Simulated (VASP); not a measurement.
# Ca in VASP: single point with PBEsol

Aim: the single point of Ca with PBEsol.

Program: VASP 6.6.1. These are calculated values, not measurements. Logs are shortened: lines on timing, memory, paths and dates and some standing lists are left out, and cuts for length are marked.

### Step 1. The cell of the first run

The cell holds a slab with vacuum, 28 atoms: a = 11.837 Å, b = 11.837 Å, c = 19.443 Å, α = 90.00°, β = 90.00°, γ = 60.00°.

### Step 2. Single point, PBEsol

Contents of INCAR:

```
SYSTEM = Ca
ALGO = Normal
EDIFF = 1E-6
ENCUT = 520
GGA = PS
ISIF = 2
ISMEAR = -1
LASPH = .True.
LCHARG = .False.
LREAL = Auto
LWAVE = .False.
NBANDS = 160
NELM = 100
PREC = Accurate
SIGMA = 0.05
```

Contents of KPOINTS:

```
k-points
0
Gamma
  1 1 1
  0 0 0
```

Contents of POSCAR:

```
Ca
1.0
   11.8369680000      0.0000000000      0.0000000000
    5.9184840000     10.2511150000      0.0000000000
    0.0000000000      0.0000000000     19.4432290000
Ca
28
Direct
    0.1111093689      0.1111098646      0.0514317864
    0.4444464194      0.1111098646      0.0514317864
    0.7777750218      0.1111098646      0.0514317864
    0.1111124437      0.4444492136      0.0514317864
    0.4444410461      0.4444492136      0.0514317864
    0.7777780966      0.4444492136      0.0514317864
    0.1111119480      0.7777788075      0.0514317864
    0.4444405504      0.7777788075      0.0514317864
    0.7777776009      0.7777788075      0.0514317864
   -0.1253971943      0.2291165400      0.2087050459
    0.2134316952      0.2372424853      0.2195622960
    0.5522637400      0.2183957550      0.2143265401
   -0.1132418260      0.5791077361      0.2103354335
    0.2167240388      0.5511790669      0.2051871117
    0.5481127762      0.5618510767      0.2101142768
   -0.1245571699      0.8911030654      0.2332225784
    0.2041855013      0.9075403017      0.2050122436
    0.5270948152      0.9036090220      0.2258472602
   -0.0524399065      0.0216659359      0.3854092342
    0.3400720703     -0.0050726189      0.3745931296
    0.6574134620     -0.0152373669      0.3857538272
   -0.0046333120      0.3377291153      0.3782756455
    0.3455582833      0.3098492213      0.3816238548
    0.6263383247      0.3661162713      0.3675572612
    0.0049322505      0.6476856420      0.3680150041
    0.2836794075      0.6885202244      0.3679481428
    0.6683372196      0.6565724802      0.3653919830
    0.5078134188      0.6521144285      0.5282250186
```

Potentials or basis: VASP PAW PBE potentials, release 64 (Ca_sv).

Run with:

```
cat potpaw_PBE.64/Ca_sv/POTCAR > POTCAR
mpirun -np 1 vasp_gam > vasp.out
```

OUTCAR:

```text
SYSTEM = Ca
   EDIFF = 1E-6
   ENCUT = 520
   GGA = PS
   ISIF = 2
   ISMEAR = -1
   LASPH = .True.
   LREAL = Auto
   NELM = 100
   PREC = Accurate

 ion  position               nearest neighbor table
   1  0.111  0.111  0.051-
   2  0.444  0.111  0.051-
   3  0.778  0.111  0.051-
   4  0.111  0.444  0.051-
   5  0.444  0.444  0.051-
   6  0.778  0.444  0.051-
[... 20 lines left out ...]
  27  0.668  0.657  0.365-
  28  0.508  0.652  0.528-

  LATTYP: Found a hexagonal cell.
 ALAT       =    11.8369680071
 C/A-ratio  =     1.6425852455

  Lattice vectors:

 A1 = (  -5.9184840000, -10.2511150000,   0.0000000000)
 A2 = (  11.8369680000,   0.0000000000,   0.0000000000)
 A3 = (   0.0000000000,   0.0000000000,  19.4432290000)

Analysis of symmetry for initial positions (statically):
=====================================================================
 Subroutine PRICEL returns:
 Original cell was already a primitive cell.

 Routine SETGRP: Setting up the symmetry group for a
 hexagonal supercell.

 Subroutine GETGRP returns: Found  1 space group operations
 (whereof  1 operations were pure point group operations)
 out of a pool of 24 trial point group operations.

The static configuration has the point symmetry C_1 .

Analysis of symmetry for dynamics (positions and initial velocities):
=====================================================================
 Subroutine PRICEL returns:
 Original cell was already a primitive cell.

 Routine SETGRP: Setting up the symmetry group for a
 hexagonal supercell.

 Subroutine GETGRP returns: Found  1 space group operations
 (whereof  1 operations were pure point group operations)
 out of a pool of 24 trial point group operations.

The dynamic configuration has the point symmetry C_1 .

 Subroutine INISYM returns: Found  1 space group operations
 (whereof  1 operations are pure point group operations),
 and found     1 'primitive' translations

----------------------------------------------------------------------------------------

                                     Primitive cell

  volume of cell :    2359.2826

  direct lattice vectors                    reciprocal lattice vectors
    11.836968000  0.000000000  0.000000000     0.084481093 -0.048775182  0.000000000
     5.918484000 10.251115000  0.000000000     0.000000000  0.097550364  0.000000000
     0.000000000  0.000000000 19.443229000     0.000000000  0.000000000  0.051431786

  length of vectors
    11.836968000 11.836968007 19.443229000     0.097550364  0.097550364  0.051431786

  position of ions in fractional coordinates (direct lattice)
     0.111109369  0.111109865  0.051431786
     0.444446419  0.111109865  0.051431786
     0.777775022  0.111109865  0.051431786
     0.111112444  0.444449214  0.051431786
     0.444441046  0.444449214  0.051431786
     0.777778097  0.444449214  0.051431786
[... 20 lines left out ...]
     0.668337220  0.656572480  0.365391983
     0.507813419  0.652114428  0.528225019

  ion indices of the primitive-cell ions
   primitive index   ion index
                 1           1
                 2           2
                 3           3
                 4           4
                 5           5
                 6           6
[... 20 lines left out ...]
                27          27
                28          28

----------------------------------------------------------------------------------------

 KPOINTS: k-points

Automatic generation of k-mesh.
 Grid dimensions read from file:
 generate k-points for:    1    1    1

 Generating k-lattice:

  Cartesian coordinates                     Fractional coordinates (reciprocal lattice)
     0.084481093 -0.048775182  0.000000000     1.000000000  0.000000000  0.000000000
     0.000000000  0.097550364  0.000000000     0.000000000  1.000000000  0.000000000
     0.000000000  0.000000000  0.051431786     0.000000000  0.000000000  1.000000000

  Length of vectors
     0.097550364  0.097550364  0.051431786

  Shift w.r.t. Gamma in fractional coordinates (k-lattice)
     0.000000000  0.000000000  0.000000000

 Subroutine IBZKPT returns following result:
 ===========================================

 Found      1 irreducible k-points:

 Following reciprocal coordinates:
            Coordinates               Weight
  0.000000  0.000000  0.000000      1.000000
   k-points           NKPTS =      1   k-points in BZ     NKDIM =      1   number of bands    NBANDS=    160
   number of dos      NEDOS =    301   number of ions     NIONS =     28
   total plane-waves  NPLWV = ******
   dimension x,y,z NGX =    90 NGY =   90 NGZ =  150
   dimension x,y,z NGXF=   180 NGYF=  180 NGZF=  300
   ions per type =              28
   NGX,Y,Z   is equivalent  to a cutoff of  12.64, 12.64, 12.83 a.u.
   NGXF,Y,Z  is equivalent  to a cutoff of  25.28, 25.28, 25.65 a.u.
 SYSTEM =  Ca
   PREC   = accura    normal or accurate (medium, high low for compatibility)
   ISTART =      0    job   : 0-new  1-cont  2-samecut
   ICHARG =      2    charge: 1-file 2-atom 10-const
   ISPIN  =      1    spin polarized calculation?
   LNONCOLLINEAR =      F non collinear calculations
   LSORBIT =      F    spin-orbit coupling
   LASPH  =      T    aspherical Exc in radial PAW
   ENCUT  =  520.0 eV  38.22 Ry    6.18 a.u.  22.01 22.01 36.15*2*pi/ulx,y,z
   NELM   =    100;   NELMIN=  2; NELMDL= -5     # of ELM steps
   EDIFF  = 0.1E-05   stopping-criterion for ELM
   LREAL  =      T    real-space projection
   EDIFFG = 0.1E-04   stopping-criterion for IOM
   NSW    =      0    number of steps for IOM
   IBRION =     -1    ionic relax: 0-MD 1-quasi-New 2-CG
   NFREE  =      0    steps in history (QN), initial steepest desc. (CG)
   ISIF   =      2    stress and relaxation
   ISYM   =      2    0-nonsym 1-usesym 2-fastsym
   POTIM  = 0.5000    time-step for ionic-motion
   TEBEG  =    0.0;   TEEND  =   0.0 temperature during run
   PSTRESS=    0.0 pullay stress
   NELECT =     280.0000    total number of electrons
   NUPDOWN=      -1.0000    fix difference up-down
   EMIN   =  10.00;   EMAX   =-10.00  energy-range for DOS
   EFERMI =   0.00;   METHOD = LEGACY
   ISMEAR =    -1;   SIGMA  =   0.05  broadening in eV -4-tet -1-fermi 0-gaus
   EFERMI_NEDOS =   21; number of points for ismear=-14 and -15
   IALGO  =     38    algorithm
   IMIX   =      4    mixing-type and parameters
     AMIX     =   0.40;   BMIX     =  1.00
     AMIX_MAG =   1.60;   BMIX_MAG =  1.00
  volume/ion in A,a.u.               =      84.26       568.62
  Fermi-wavevector in a.u.,A,eV,Ry     =   0.804515  1.520313  8.806296  0.647245
  Thomas-Fermi vector in A             =   1.912586
   LORBIT       =      0    0 simple, 1 ext, 2 COOP (PROOUT), +10 PAW based schemes
   GGA     = PS    functional components
   LHFCALC =     F    Hartree Fock is set to
   AEXX    =    0.0000 exact exchange contribution
   IVDW    =     0    specifies the selected vdW correction
   LEPSILON=     F    determine dielectric tensor
   LRPA    =     F    only Hartree local field effects (RPA)
 non-spin polarized calculation
  energy-cutoff  :      520.00
  volume of cell :     2359.28
 maximum number of plane-waves:     31705
 NGX is ok and might be reduce to    90
   NGX = 45   NGY = 45   NGZ = 73

 number of electron     279.9999979 magnetization

 Free energy of the ion-electron system (eV)
  ---------------------------------------------------
  ext. energy  EPLUGINS =         0.00000000
  ---------------------------------------------------
  free energy    TOTEN  =       -50.03759630 eV

  energy without entropy =      -49.85049453  energy(sigma->0) =      -49.94404541

 E-fermi :  -0.3527     XC(G=0):  -4.8020

 val. band max:       -0.4779331629   @ k =   0.0000   0.0000   0.0000
 cond. band min:      -0.2690931636   @ k =   0.0000   0.0000   0.0000
 fundamental gap:      0.2088399993
 Fermi energy:        -0.3527099674

 k-point     1 :       0.0000    0.0000    0.0000
  band No.  band energies     occupation
      1     -43.8815      2.00000
      2     -42.8692      2.00000
      3     -42.7956      2.00000
      4     -42.7402      2.00000
      5     -42.7282      2.00000
      6     -42.7143      2.00000
[... 144 lines left out ...]
    151       0.0229      0.00109
    152       0.0564      0.00056
 [bands above 152 left out]

------------------------ aborting loop because EDIFF is reached ----------------------------------------

  FORCE on cell =-STRESS in cart. coord.  units (eV):
  Direction    XX          YY          ZZ          XY          YZ          ZX
  --------------------------------------------------------------------------------------
  -------------------------------------------------------------------------------------
  Total       -6.5946411     -8.4283577     -4.2834820      1.5059974     -0.2656065      0.7113129
  in kB       -4.4783886     -5.7236566     -2.9088917      1.0227155     -0.1803721      0.4830491
  external PRESSURE =      -4.3703123 kB  Pullay stress =       0.0000000 kB

 VOLUME and BASIS-vectors are now :
 -----------------------------------------------------------------------------
  energy-cutoff  :      520.00
  volume of cell :     2359.28
      direct lattice vectors                 reciprocal lattice vectors
    11.836968000  0.000000000  0.000000000     0.084481093 -0.048775182  0.000000000
     5.918484000 10.251115000  0.000000000     0.000000000  0.097550364  0.000000000
     0.000000000  0.000000000 19.443229000     0.000000000  0.000000000  0.051431786

 POSITION                                       TOTAL-FORCE (eV/Angst)
 -----------------------------------------------------------------------------------
      1.97280      1.13900      1.00000         0.022302      0.101208     -0.024801
      5.91850      1.13900      1.00000        -0.052660      0.006113      0.183102
      9.86410      1.13900      1.00000        -0.015473     -0.045878      0.134251
      3.94570      4.55610      1.00000        -0.060164     -0.017699     -0.009771
      7.89130      4.55610      1.00000         0.019500     -0.037352      0.068243
     11.83700      4.55610      1.00000         0.027973      0.067586      0.040214
[... 20 lines left out ...]
     11.79700      6.73060      7.10440         0.001023      0.144295     -0.079547
      9.87050      6.68490     10.27040        -0.059497      0.002130     -0.346080
 -----------------------------------------------------------------------------------
    total drift:                               -0.000307      0.000532     -0.004609

  FREE ENERGIE OF THE ION-ELECTRON SYSTEM (eV)
  ---------------------------------------------------
  free  energy   TOTEN  =       -50.0375962965 eV

  energy  without entropy=      -49.8504945287  energy(sigma->0) =      -49.94404541
```

Wall time 18 min (1 thread of Intel Xeon Platinum 8375C at 2.90GHz (Ice Lake), shared host); peak memory 1.9 GiB.

Results:

```yaml
Free_energy: -50.0376 eV
Largest_force: 0.699 eV/Å
```

Forces on the atoms (eV/Å):
```
Ca   0.022  0.101 -0.025
Ca  -0.053  0.006  0.183
Ca  -0.015 -0.046  0.134
Ca  -0.060 -0.018 -0.010
Ca   0.019 -0.037  0.068
Ca   0.028  0.068  0.040
Ca  -0.079  0.020  0.101
Ca   0.004  0.026  0.060
Ca  -0.047  0.110  0.145
Ca   0.130  0.113  0.245
Ca  -0.152 -0.101 -0.104
Ca  -0.004  0.033  0.012
Ca  -0.482 -0.395 -0.072
Ca   0.279  0.129  0.210
Ca  -0.116  0.139 -0.137
Ca   0.177  0.087 -0.471
Ca  -0.091 -0.186  0.293
Ca   0.384 -0.183 -0.555
Ca   0.463  0.017 -0.069
Ca  -0.589 -0.066  0.285
Ca   0.044  0.023  0.001
Ca  -0.188 -0.187 -0.071
Ca  -0.148  0.347 -0.095
Ca   0.160 -0.199  0.175
Ca  -0.150  0.092  0.215
Ca   0.524 -0.039 -0.136
Ca   0.001  0.144 -0.080
Ca  -0.059  0.002 -0.346
```

Levels at points of the mesh, in eV from the Fermi level:
```
           k point  band 136  band 137  band 138  band 139  band 140  band 141  band 142  band 143  band 144  band 145
(0.00, 0.00, 0.00)     -0.20     -0.17     -0.16     -0.14     -0.13      0.08      0.16      0.20      0.22      0.26
```

Caveat: the k points lie up to 0.61 Å⁻¹ apart; there is no dipole correction, which matters where the two faces differ; the PAW data sets were made with another functional, which shifts forces and pressure a little.
